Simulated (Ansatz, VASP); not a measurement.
## SnSe2: VASP beside Ansatz

```xyz
3
Lattice="3.7538 0.0000 0.0000 -1.8769 3.2509 0.0000 0.0000 0.0000 5.9529" Properties=species:S:1:pos:R:3 pbc="T T T"
Sn    0.0000    0.0000    0.0000
Se    0.0000    2.1673    1.4882
Se    1.8769    1.0836    4.4647
```

Change from the starting cell: strain -0.015 along x and y, -0.030 along z, atoms carried along.

Alike in both runs: task single point; functional PBE; k mesh 12 × 12 × 6; occupations gaussian, width 0.05 eV; no spin polarisation.

```csv
,VASP,Ansatz
version,VASP 6.6.1,Ansatz 0.2.0
potentials or method,"VASP PAW PBE potentials, release 64 (Sn_d, Se), cutoff 520 eV","scalar-relativistic, plane waves, PAW"
valence electrons in the cell,26,46
```

Ansatz gave:

- gap on the k mesh at the Fermi level (eV): 0.71
- least direct gap on the mesh (eV): 1.21
- pressure (GPa): 10.8
- traceless stress, the component that is largest in VASP (GPa): 1.33
- rms of the force components (eV/Å): 0.686

Question: What did VASP give for the same quantities?

Answer: gap on the k mesh at the Fermi level (eV): 0.70; least direct gap on the mesh (eV): 1.19; pressure (GPa): 11.0; traceless stress, the component that is largest in VASP (GPa): 1.33; rms of the force components (eV/Å): 0.695.

Atom by atom the forces differ by 0.010 eV/Å (rms over components). VASP's potentials hold 26 valence electrons a cell and Ansatz's 46, so a difference there can come from the potentials and not from the codes.
